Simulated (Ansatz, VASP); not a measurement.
**Hf: VASP beside Ansatz**

INCAR

```
PREC = Accurate
ENCUT = 520
EDIFF = 1E-6
ISMEAR = 0
SIGMA = 0.15
LREAL = False
LASPH = True
NELM = 100
ALGO = Fast
ISIF = 2
LWAVE = False
LCHARG = False
GGA = PE
NBANDS = 11
```

The input KPOINTS:

```
Automatic mesh
0
Gamma
  18 18 18
```

POSCAR

```
Hf
1.0
    0.0000000000      2.1312000000      2.3976000000
    2.1312000000      0.0000000000      2.3976000000
    2.1312000000      2.1312000000      0.0000000000
Hf
1
Direct
    0.0000000000      0.0000000000      0.0000000000
```

Input for Ansatz:

```yaml
crystal:
  lattice:
    - [0.0, 2.1312, 2.3976]
    - [2.1312, 0.0, 2.3976]
    - [2.1312, 2.1312, 0.0]
  atoms:
    - { symbol: Hf, position: [0.0, 0.0, 0.0] }
basis:
  ecutwfc: 420
kpoints:
  mp_grid: { grid: [18, 18, 18] }
hamiltonian:
  xc: pbe
scf:
  occupations: { method: gaussian, width: 0.15 }
output:
  forces: true
  stress: true
  eigenvalues: true
```

Change from the starting cell: strain -0.040 along x and y, +0.080 along z, atoms carried along.

Alike in both runs: task single point; functional PBE; k mesh 18 × 18 × 18; occupations gaussian, width 0.15 eV; no spin polarisation.

```csv
,VASP,Ansatz
version,VASP 6.6.1,Ansatz 0.2.0
potentials or method,"VASP PAW PBE potentials, release 64 (Hf_pv), cutoff 520 eV","scalar-relativistic, plane waves, PAW"
valence electrons in the cell,10,26
```

```csv
,VASP,Ansatz,Ansatz less VASP
gap on the k mesh at the Fermi level (eV),none,none,-
pressure (GPa),3.2,3.6,+0.44
"traceless stress, the component that is largest in VASP (GPa)",-4.18,-4.16,+0.024
```

A gap of «none» marks a metal or a gap that the smearing closes. With one functional, cell and mesh, what is left measures potentials, basis and numerics. VASP's potentials hold 10 valence electrons a cell and Ansatz's 26, so a difference there can come from the potentials and not from the codes.

Neither program's run includes spin-orbit coupling.
